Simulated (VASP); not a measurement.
A run of VASP 6.6.1 is set up as follows.

POSCAR

```
B17SeN17
1.0
    7.4650312844      0.0000000000      0.0000000000
   -3.7325156422      6.4649067324      0.0000000000
    0.0000000000      0.0000000000      6.4954828762
B N Se
17 17 1
Direct
    0.1111111083      0.2222222200      0.2500000000
    0.2222222183      0.1111111100      0.7500000000
    0.1111111133      0.5555555600      0.2500000000
    0.2222222183      0.4444444400      0.7500000000
    0.1111111133      0.8888888900      0.2500000000
    0.2222222233      0.7777777800      0.7500000000
    0.4444444433      0.2222222200      0.2500000000
    0.5555555583      0.1111111100      0.7500000000
    0.4444444433      0.5555555600      0.2500000000
    0.4444444433      0.8888888900      0.2500000000
    0.5555555583      0.7777777800      0.7500000000
    0.7777777783      0.2222222200      0.2500000000
    0.8888888883      0.1111111100      0.7500000000
    0.7777777833      0.5555555600      0.2500000000
    0.8888888883      0.4444444400      0.7500000000
    0.7777777783      0.8888888900      0.2500000000
    0.8888888883      0.7777777800      0.7500000000
    0.1111111083      0.2222222200      0.7500000000
    0.2222222183      0.1111111100      0.2500000000
    0.1111111133      0.5555555600      0.7500000000
    0.2222222183      0.4444444400      0.2500000000
    0.1111111133      0.8888888900      0.7500000000
    0.2222222233      0.7777777800      0.2500000000
    0.5555555583      0.1111111100      0.2500000000
    0.4444444433      0.5555555600      0.7500000000
    0.5555555533      0.4444444400      0.2500000000
    0.4444444433      0.8888888900      0.7500000000
    0.5555555583      0.7777777800      0.2500000000
    0.7777777783      0.2222222200      0.7500000000
    0.8888888883      0.1111111100      0.2500000000
    0.7777777833      0.5555555600      0.7500000000
    0.8888888883      0.4444444400      0.2500000000
    0.7777777783      0.8888888900      0.7500000000
    0.8888888883      0.7777777800      0.2500000000
    0.4444444433      0.2222222200      0.7500000000
```

INCAR.step1

```
SYSTEM = B17SeN17
  ALGO = Normal
  EDIFF = 1E-5
  ENCUT = 580
  GGA = PE
  GGA_COMPAT = .FALSE.
  ISIF = 2
  ISMEAR = -1
  ISYM = -1
  LASPH = .TRUE.
  LCHARG = .FALSE.
  LREAL = Auto
  LWAVE = .TRUE.
  NBANDS = 94
  NELM = 120
  PREC = Accurate
  SIGMA = 0.01
```

Contents of INCAR.step2:

```
SYSTEM = B17SeN17
  AEXX = 0.1
  ALGO = Normal
  EDIFF = 1E-6
  ENCUT = 580
  GGA_COMPAT = .FALSE.
  ISIF = 2
  ISMEAR = -1
  ISTART = 1
  ISYM = -1
  LASPH = .TRUE.
  LCHARG = .FALSE.
  LHFCALC = .TRUE.
  LMIXTAU = .TRUE.
  LREAL = Auto
  LWAVE = .FALSE.
  METAGGA = R2SCAN
  NBANDS = 94
  NELM = 120
  PREC = Accurate
  PRECFOCK = Fast
  SIGMA = 0.01
```

Contents of KPOINTS:

```
explicit points
1
Reciprocal
  0.25000000   0.25000000   0.25000000 1
```

Potentials or basis: VASP PAW PBE potentials, release 64 (B, N, Se).

Launch:

```console
$ cat potpaw_PBE.64/B/POTCAR potpaw_PBE.64/N/POTCAR potpaw_PBE.64/Se/POTCAR > POTCAR
$ cp INCAR.step1 INCAR
$ mpirun -np 1 vasp_std > vasp.out
$ cp INCAR.step2 INCAR
$ mpirun -np 1 vasp_std > vasp.out
```

Task: Estimate the band gap on the k mesh.

Result: 1.40 eV.

Task: Predict the largest force.

Result: 30.325 eV/Å.

Task: What does it give for the pressure?

Result: 18.6 GPa.

Stress tensor (GPa, compression positive):
```
39.45  2.15 -0.07
 2.15 14.63 -0.07
-0.07 -0.07  1.72
```

Caveat: the PAW data sets were made with another functional, which shifts forces and pressure a little.
